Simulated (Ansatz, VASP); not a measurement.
# MnSn3 in VASP and in Ansatz

```
Sn Mn
1.0
     4.51425    0.00000    0.00000
     0.00000    4.51425    0.00000
     0.00000    0.00000    4.51425
Sn Mn
3 1
Direct
  0.00000 0.50000 0.50000
  0.50000 0.00000 0.50000
  0.50000 0.50000 0.00000
  0.00000 0.00000 0.00000
```

Alike in both runs: functional PBEsol; k mesh 10 × 10 × 10; occupations gaussian, width 0.1 eV; collinear spin.

Ansatz relaxed the structure, and its values are those at the end. VASP's run is a single point on that final structure, the one shown.

```csv
,VASP,Ansatz
version,VASP 6.6.1,Ansatz 0.2.0
potentials or method,"VASP PAW PBE potentials, release 64 (Sn_d, Mn_pv), cutoff 520 eV","scalar-relativistic, plane waves, PAW"
valence electrons in the cell,55,57
```

Ansatz gave:

- gap on the k mesh at the Fermi level (eV): none
- pressure (GPa): 0.0
- net moment per atom (μB): 1.02
- size of the moment on the site where the two differ most (μB): 4.09

Problem. Which values does VASP return?

Solution. gap on the k mesh at the Fermi level (eV): none; pressure (GPa): 0.0; net moment per atom (μB): 1.01; size of the moment on the site where the two differ most (μB): 3.90.

VASP's potentials were made for PBE, not for PBEsol. Site moments also hang on the region over which each program counts them. A gap of «none» marks a metal or a gap that the smearing closes. The functional is the same, so the differences come from potentials, cutoffs and numerics. VASP's potentials hold 55 valence electrons a cell and Ansatz's 57, so a difference there can come from the potentials and not from the codes.
